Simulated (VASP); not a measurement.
# AlNi (Cmmm) in VASP: notebook, part 2 of 2

VASP 6.6.1. Earlier steps stand in the parts before.

### Step 3. Single point, PBEsol (strain +0.0150 x Voigt [0, 0, 0, 0, 1, 0])

Contents of INCAR:

```
PREC = Accurate
ENCUT = 520
EDIFF = 1E-6
ISMEAR = 0
SIGMA = 0.15
LREAL = False
LASPH = True
NELM = 100
ALGO = Fast
ISIF = 2
LWAVE = False
LCHARG = False
GGA = PS
NBANDS = 14
```

Contents of KPOINTS:

```
Automatic mesh
0
Gamma
  20 20 20
```

Contents of POSCAR:

```
AlNi
1.0
    2.8621655516      0.0000000000      0.0214662416
    0.0000000000      2.8621655516      0.0000000000
    0.0214662416      0.0000000000      2.8621655516
Al Ni
1 1
Direct
    0.0000000000      0.0000000000      0.0000000000
    0.5000000000      0.5000000000      0.5000000000
```

Potentials or basis: VASP PAW PBE potentials, release 64 (Al, Ni).

The run is started by

```console
$ cat potpaw_PBE.64/Al/POTCAR potpaw_PBE.64/Ni/POTCAR > POTCAR
$ mpirun -np 1 vasp_std > vasp.out
```

OUTCAR:

```text
PREC = Accurate
   ENCUT = 520
   EDIFF = 1E-6
   ISMEAR = 0
   LREAL = False
   LASPH = True
   NELM = 100
   ISIF = 2
   GGA = PS

 ion  position               nearest neighbor table
   1  0.000  0.000  0.000-   2 2.47   2 2.47   2 2.47   2 2.47   2 2.49   2 2.49   2 2.49   2 2.49

   2  0.500  0.500  0.500-   1 2.47   1 2.47   1 2.47   1 2.47   1 2.49   1 2.49   1 2.49   1 2.49

  LATTYP: Found a base centered orthorhombic cell.
 ALAT       =     4.0173554908
 B/A-ratio  =     1.0151133501
 C/A-ratio  =     0.7124501574

  Lattice vectors:

 A1 = (  -2.8621655516,   0.0000000000,  -0.0214662416)
 A2 = (   0.0214662416,   0.0000000000,   2.8621655516)
 A3 = (   0.0000000000,   2.8621655516,   0.0000000000)

Analysis of symmetry for initial positions (statically):
=====================================================================
 Subroutine PRICEL returns:
 Original cell was already a primitive cell.

 Routine SETGRP: Setting up the symmetry group for a
 base centered orthorhombic supercell.

 Subroutine GETGRP returns: Found  8 space group operations
 (whereof  8 operations were pure point group operations)
 out of a pool of  8 trial point group operations.

The static configuration has the point symmetry D_2h.

Analysis of symmetry for dynamics (positions and initial velocities):
=====================================================================
 Subroutine PRICEL returns:
 Original cell was already a primitive cell.

 Routine SETGRP: Setting up the symmetry group for a
 base centered orthorhombic supercell.

 Subroutine GETGRP returns: Found  8 space group operations
 (whereof  8 operations were pure point group operations)
 out of a pool of  8 trial point group operations.

The dynamic configuration has the point symmetry D_2h.

 Subroutine INISYM returns: Found  8 space group operations
 (whereof  8 operations are pure point group operations),
 and found     1 'primitive' translations

----------------------------------------------------------------------------------------

[... 125 lines left out ...]
 Gauss-broadening in eV      SIGMA  =   0.15
  energy-cutoff  :      520.00
  volume of cell :       23.45
 maximum number of plane-waves:       651
 NGX is ok and might be reduce to    24
   NGX = 11   NGY = 11   NGZ = 11

 number of electron      13.0000009 magnetization

 Free energy of the ion-electron system (eV)
  ---------------------------------------------------
  ext. energy  EPLUGINS =         0.00000000
  ---------------------------------------------------
  free energy    TOTEN  =       -11.58847239 eV

  energy without entropy =      -11.57871048  energy(sigma->0) =      -11.58359143

 E-fermi :  10.1573     XC(G=0): -12.2621

 val. band max:       10.1563096621   @ k =   0.3500   0.2500   0.0000
 cond. band min:      10.1581136918   @ k =   0.4000   0.4000   0.2000
 fundamental gap:      0.0018040297
 Fermi energy:        10.1573317752

 k-point     1 :       0.0000    0.0000    0.0000
  band No.  band energies     occupation
      1      -1.1167      2.00000
      2       6.8267      2.00000
      3       6.8280      2.00000
      4       8.5564      2.00000
      5       8.5758      2.00000
      6       8.5966      2.00000
      7      15.6917      0.00000
      8      15.7391      0.00000
      9      15.7928      0.00000
     10      18.3702      0.00000
     11      18.3716      0.00000
     12      24.2443      0.00000
     13      31.2774      0.00000
     14      31.2836      0.00000
[... 377 lines left out ...]
      1      -0.8836      2.00000
      2       6.8199      2.00000
      3       6.8731      2.00000
      4       8.4605      2.00000
      5       8.5095      2.00000
      6       8.5655      2.00000
      7      14.1482      0.00000
      8      15.4462      0.00000
      9      16.0510      0.00000
     10      18.7401      0.00000
     11      19.9952      0.00000
     12      25.0303      0.00000
     13      28.8824      0.00000
     14      29.5577      0.00000

 [... further k-points ...]

------------------------ aborting loop because EDIFF is reached ----------------------------------------

  FORCE on cell =-STRESS in cart. coord.  units (eV):
  Direction    XX          YY          ZZ          XY          YZ          ZX
  --------------------------------------------------------------------------------------
  -------------------------------------------------------------------------------------
  Total       -0.0130318     -0.0104385     -0.0130318      0.0000000      0.0000000     -0.2782006
  in kB       -0.8905429     -0.7133250     -0.8905429      0.0000000      0.0000000    -19.0111713
  external PRESSURE =      -0.8314703 kB  Pullay stress =       0.0000000 kB

 VOLUME and BASIS-vectors are now :
 -----------------------------------------------------------------------------
  energy-cutoff  :      520.00
  volume of cell :       23.45
      direct lattice vectors                 reciprocal lattice vectors
     2.862165552  0.000000000  0.021466242     0.349405454  0.000000000 -0.002620541
     0.000000000  2.862165552  0.000000000     0.000000000  0.349385800  0.000000000
     0.021466242  0.000000000  2.862165552    -0.002620541  0.000000000  0.349405454

 POSITION                                       TOTAL-FORCE (eV/Angst)
 -----------------------------------------------------------------------------------
      0.00000      0.00000      0.00000        -0.000000      0.000000      0.000000
      1.44182      1.43108      1.44182         0.000000      0.000000      0.000000
 -----------------------------------------------------------------------------------
    total drift:                                0.000000      0.000000     -0.000000

  FREE ENERGIE OF THE ION-ELECTRON SYSTEM (eV)
  ---------------------------------------------------
  free  energy   TOTEN  =       -11.5884723853 eV

  energy  without entropy=      -11.5787104786  energy(sigma->0) =      -11.58359143
```

Wall time 8.4 min (1 thread of Intel Xeon 8259CL, shared host); peak memory 0.5 GiB.

What came out:

* Free energy: -11.5885 eV
* Pressure: -0.1 GPa
* Band gap on the k mesh: zero (an odd number of electrons rules out a gap without spin polarisation)

Levels at points of the mesh, in eV from the Fermi level:
```csv
k point,band 3,band 4,band 5,band 6,band 7,band 8,band 9,band 10,band 11,band 12
"(0.00, 0.00, 0.00)",-3.33,-1.60,-1.58,-1.56,5.53,5.58,5.64,8.21,8.21,14.09
"(0.50, 0.00, 0.00)",-2.84,-2.30,-2.30,-1.49,-0.66,8.31,10.09,10.10,11.09,11.10
"(0.00, 0.50, 0.00)",-2.84,-2.33,-2.27,-1.49,-0.66,8.33,10.04,10.14,11.10,11.10
"(0.50, 0.50, 0.00)",-2.93,-2.93,-2.13,-2.13,-1.04,1.50,2.60,12.49,15.26,15.28
"(0.50, 0.00, 0.50)",-3.04,-2.82,-2.14,-2.12,-1.04,1.49,2.61,12.50,15.19,15.37
"(0.50, 0.50, 0.50)",-4.17,-1.01,-1.01,1.86,1.95,2.07,3.92,4.48,4.56,4.65
```

Caveat: the cell differs from its parent crystal (strain +0.0150 x Voigt [0, 0, 0, 0, 1, 0]); the PAW data sets were made with another functional, which shifts forces and pressure a little. Spin polarisation is off, so any magnetic state and its effect on volume and gap are missing.

### Step 4. Single point, PBEsol (strain +0.0050 x Voigt [0, 0, 0, 0, 1, 0])

Contents of INCAR:

```
ALGO = Fast ; EDIFF = 1E-6
ENCUT = 520 ; GGA = PS
ISIF = 2 ; ISMEAR = 0
LASPH = T ; LCHARG = F
LREAL = F ; LWAVE = F
NBANDS = 14 ; NELM = 60
PREC = Accurate ; SIGMA = 0.15
```

Contents of KPOINTS:

```
k-points
0
Gamma
  20 20 20
```

Contents of POSCAR:

```
AlNi
1.0
    2.8621655516      0.0000000000      0.0071554139
    0.0000000000      2.8621655516      0.0000000000
    0.0071554139      0.0000000000      2.8621655516
Al Ni
1 1
Direct
    0.0000000000      0.0000000000      0.0000000000
    0.5000000000      0.5000000000      0.5000000000
```

The run is started by

```console
$ cat potpaw_PBE.64/Al/POTCAR potpaw_PBE.64/Ni/POTCAR > POTCAR
$ mpirun -np 1 vasp_std > vasp.out
```

Run time: 8.6 min. Hardware: 1 thread of Intel Xeon 8259CL, shared host; peak memory 0.5 GiB.

The run converged. Its results:

```yaml
Free_energy: -11.5903 eV
Pressure: -0.1 GPa
Band_gap_on_the_k_mesh: zero (an odd number of electrons rules out a gap without spin polarisation)
```

Stress tensor (GPa, compression positive):
```
-0.12  0.00 -0.63
 0.00 -0.12  0.00
-0.63  0.00 -0.12
```

Levels at points of the mesh, in eV from the Fermi level:
| k point | band 5 | band 6 | band 7 | band 8 | band 9 | band 10 |
| --- | --- | --- | --- | --- | --- | --- |
| (0.00, 0.00, 0.00) | -1.58 | -1.57 | 5.57 | 5.58 | 5.60 | 8.21 |
| (0.50, 0.00, 0.00) | -2.30 | -1.49 | -0.66 | 8.32 | 10.09 | 10.09 |
| (0.00, 0.50, 0.00) | -2.29 | -1.49 | -0.66 | 8.32 | 10.07 | 10.11 |
| (0.50, 0.50, 0.00) | -2.13 | -2.13 | -1.04 | 1.50 | 2.60 | 12.51 |
| (0.50, 0.00, 0.50) | -2.13 | -2.13 | -1.04 | 1.50 | 2.60 | 12.51 |
| (0.50, 0.50, 0.50) | -1.01 | 1.93 | 1.97 | 2.00 | 3.91 | 4.53 |

Caveat: the cell differs from its parent crystal (strain +0.0050 x Voigt [0, 0, 0, 0, 1, 0]); the PAW data sets were made with another functional, which shifts forces and pressure a little. Spin polarisation is off, so any magnetic state and its effect on volume and gap are missing.

### Step 5. Overview

| cell | gap on the mesh (eV) | pressure (GPa) |
| --- | --- | --- |
| a = 2.862 Å, angles 90.0, 88.6, 90.0°, 2 atoms | none | 0.0 |
| a = 2.862 Å, angles 90.0, 89.1, 90.0°, 2 atoms | none | -0.1 |
| a = 2.862 Å, angles 90.0, 89.7, 90.0°, 2 atoms | none | -0.1 |

Alike in all rows: task single point; level PBEsol; potentials or basis VASP PAW PBE potentials, release 64 (Al, Ni); no spin polarisation; k mesh 20 × 20 × 20; cutoff (eV) 520; smearing gaussian 0.15 eV.

Caveats: the PAW data sets were made with another functional, which shifts forces and pressure a little.

Absolute energies hang on the potentials; compare differences alone.
